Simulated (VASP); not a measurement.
CuO: single point with LDA

The system is CuO.

```xyz
4
Lattice="0.0000 -2.1024 -2.1024 -2.1024 0.0000 -2.1024 2.1024 2.1024 -4.2047" Properties=species:S:1:pos:R:3 pbc="T T T"
Cu    0.0232   -0.0334   -4.1141
Cu    0.0232    2.0690   -6.2164
O    -0.0232    0.0334   -6.3977
O    -0.0232    0.0334   -2.1930
```

```yaml
Program: VASP 6.6.1
Task: single point
Functional: LDA
Potentials_or_basis: VASP PAW LDA potentials, release 64 (Cu, O)
Cutoff: 520 eV
k_mesh: 10 × 10 × 6
Occupations: fermi-dirac, width 0.05 eV
Spin: no spin polarisation
```

| Item | Value |
| --- | --- |
| Pressure | -6.7 GPa |
| Largest force | 1.167 eV/Å |
| Band gap on the k mesh | zero (band 17 reaches 6.93 eV, above the bottom of band 18 at 5.75 eV) |

Forces on the atoms (eV/Å):
```
Cu  -0.209  0.299 -1.108
Cu  -0.209  0.299 -1.108
O    0.209 -0.299  1.108
O    0.209 -0.299  1.108
```

Stress tensor (GPa, compression positive):
```
-9.66  0.20 -0.63
 0.20 -8.89  0.95
-0.63  0.95 -1.49
```

Levels at points of the mesh, in eV from the Fermi level:
| k point | band 13 | band 14 | band 15 | band 16 | band 17 | band 18 | band 19 | band 20 | band 21 | band 22 |
| --- | --- | --- | --- | --- | --- | --- | --- | --- | --- | --- |
| (0.00, 0.00, 0.00) | -1.65 | -1.59 | -1.47 | -1.21 | 0.55 | 0.72 | 1.52 | 5.85 | 9.51 | 13.77 |
| (0.50, 0.00, 0.00) | -1.60 | -1.60 | -0.77 | -0.77 | -0.29 | -0.29 | 7.15 | 7.15 | 9.54 | 9.54 |
| (0.00, 0.50, 0.00) | -1.54 | -1.54 | -0.63 | -0.63 | -0.31 | -0.31 | 7.17 | 7.17 | 9.47 | 9.47 |
| (0.50, 0.50, 0.00) | -1.74 | -1.74 | -1.60 | -1.48 | 0.52 | 0.68 | 5.45 | 5.87 | 9.51 | 10.89 |
| (0.00, 0.00, 0.50) | -1.92 | -1.92 | -0.17 | -0.17 | -0.05 | -0.05 | 4.26 | 4.26 | 11.99 | 11.99 |
| (0.50, 0.00, 0.50) | -1.74 | -1.70 | -1.52 | -1.50 | 0.48 | 0.62 | 5.50 | 5.89 | 9.52 | 10.65 |
| (0.00, 0.50, 0.50) | -1.73 | -1.70 | -1.52 | -1.43 | 0.72 | 0.76 | 5.50 | 5.80 | 9.51 | 10.63 |
| (0.50, 0.50, 0.50) | -1.62 | -1.62 | -0.75 | -0.75 | -0.46 | -0.46 | 7.13 | 7.13 | 9.66 | 9.66 |

Wall time 4.2 min on 1 thread of Intel(R) Xeon(R) Platinum 8375C CPU @ 2.90GHz (Ice Lake), with other jobs on the host, peak memory 0.33 GiB.

Caveat: semilocal functionals often make such compounds metallic where correlation or magnetic order opens a gap, which also shifts bond lengths; forces of over 1 eV/Å act on the atoms, so gaps and moduli don't describe the material at rest. With open d or f shells a metallic result of LDA can be an artefact of self-interaction; +U or a hybrid may open a gap.
